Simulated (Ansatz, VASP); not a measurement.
**Two plane-wave programs on NaGeBr3**

The input POSCAR:

```
NaGeBr3
1.0
    5.5553114036      0.0000000000      0.0000000000
    0.0000000000      5.5553114036      0.0000000000
    0.0000000000      0.0000000000      5.5553114036
Na Ge Br
1 1 3
Direct
    0.0000000000      0.0000000000      0.0000000000
    0.5000000000      0.5000000000      0.5000000000
    0.5000000000      0.5000000000      0.0000000000
    0.5000000000      0.0000000000      0.5000000000
    0.0000000000      0.5000000000      0.5000000000
```

INCAR.step1

```
ALGO = Normal
EDIFF = 1E-4
ENCUT = 520
GGA = PE
ISMEAR = 0
LASPH = True
LCHARG = False
LREAL = False
LWAVE = True
NBANDS = 29
NELM = 60
PREC = Accurate
SIGMA = 0.01
```

The input INCAR.step2:

```
ALGO = Normal
EDIFF = 1E-7
ENCUT = 520
ISIF = 2
ISMEAR = 0
ISTART = 1
LASPH = True
LCHARG = False
LMIXTAU = True
LREAL = False
LWAVE = False
METAGGA = R2SCAN
NBANDS = 29
NELM = 60
PREC = Accurate
SIGMA = 0.01
```

KPOINTS

```
k-points
0
Gamma
  6 6 6
```

Input for Ansatz:

```yaml
crystal:
  lattice:
    - [5.5553114036, 0.0, 0.0]
    - [0.0, 5.5553114036, 0.0]
    - [0.0, 0.0, 5.5553114036]
  atoms:
    - { symbol: Na, position: [0.0, 0.0, 0.0] }
    - { symbol: Ge, position: [0.5, 0.5, 0.5] }
    - { symbol: Br, position: [0.5, 0.5, 0.0] }
    - { symbol: Br, position: [0.5, 0.0, 0.5] }
    - { symbol: Br, position: [0.0, 0.5, 0.5] }
kpoints:
  mp_grid: { grid: [6, 6, 6] }
  band_path:
    path: [[0.0, 0.0, 0.0], [0.0, 0.5, 0.0], [0.5, 0.5, 0.0], [0.5, 0.5, 0.5]]
    npoints: 1
hamiltonian:
  xc: r2scan
scf:
  occupations: { method: fixed }
  n_extra_bands: 5
output:
  forces: true
  stress: true
  eigenvalues: true
```

Change from the starting cell: hydrostatic strain +1.5%.

Alike in both runs: task single point; functional r2SCAN; k mesh 6 × 6 × 6; no spin polarisation.

|  | VASP | Ansatz |
| --- | --- | --- |
| version | VASP 6.6.1 | Ansatz 0.2.0 |
| potentials or method | VASP PAW PBE potentials, release 64 (Na_pv, Ge_d, Br) | plane waves, PAW |
| plane-wave cutoff (eV) | 520 | 500 |
| occupations | gaussian, width 0.01 eV | fixed |
| valence electrons in the cell | 42 | 44 |

Ansatz gave:

* gap on the k mesh at the Fermi level (eV): 0.76
* pressure (GPa): -1.2

Q: Which values does VASP return?

A: gap on the k mesh at the Fermi level (eV): 0.77; pressure (GPa): -1.3.

VASP's potentials were made for PBE, not for r2SCAN. VASP's potentials hold 42 valence electrons a cell and Ansatz's 44, so a difference there can come from the potentials and not from the codes.
